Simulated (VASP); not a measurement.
Runs of VASP 6.6.1 on Os. The structure is that of space group P6_3/mmc (No. 194), or close to it. The cells are those of the table. 

| cell | smearing | gap on the mesh (eV) | pressure (GPa) |
| --- | --- | --- | --- |
| a = 2.736, b = 2.736, c = 4.322 Å, angles 90.0, 90.0, 120.0°, 2 atoms | gaussian 0.1 eV | none | 1.0 |
| a = 2.793, b = 2.793, c = 4.397 Å, angles 90.0, 90.0, 120.0°, 2 atoms | gaussian 0.1 eV | none | -21.2 |
| a = 2.707, b = 2.707, c = 4.283 Å, angles 90.0, 90.0, 120.0°, 2 atoms | gaussian 0.1 eV | none | 15.4 |
| a = 2.678, b = 2.678, c = 4.243 Å, angles 90.0, 90.0, 120.0°, 2 atoms | gaussian 0.1 eV | none | 32.6 |
| a = 2.765, b = 2.765, c = 4.360 Å, angles 90.0, 90.0, 120.0°, 2 atoms | gaussian 0.1 eV | none | (a) |
| a = 2.738, b = 2.738, c = 4.320 Å, angles 90.0, 90.0, 120.0°, 2 atoms | fermi-dirac 0.15 eV | none | 1.0 |

Alike in all rows: task single point; level r2SCAN; potentials or basis VASP PAW PBE potentials, release 64 (Os); no spin polarisation; k mesh 18 × 18 × 10; cutoff (eV) 520.

Question: Fill in the values left out.

Answer: (a) -11.1.

Caveats: the PAW data sets were made with another functional, which shifts forces and pressure a little; spin-orbit coupling is left out, which moves the levels of the heavy elements; the cell stands under tension (at least some runs); the cell stands under pressure (at least some runs).

A k mesh can miss the band edges, and the runs leave out spin-orbit coupling on Os.

A gap of «none» marks levels without a gap at the run's occupations.
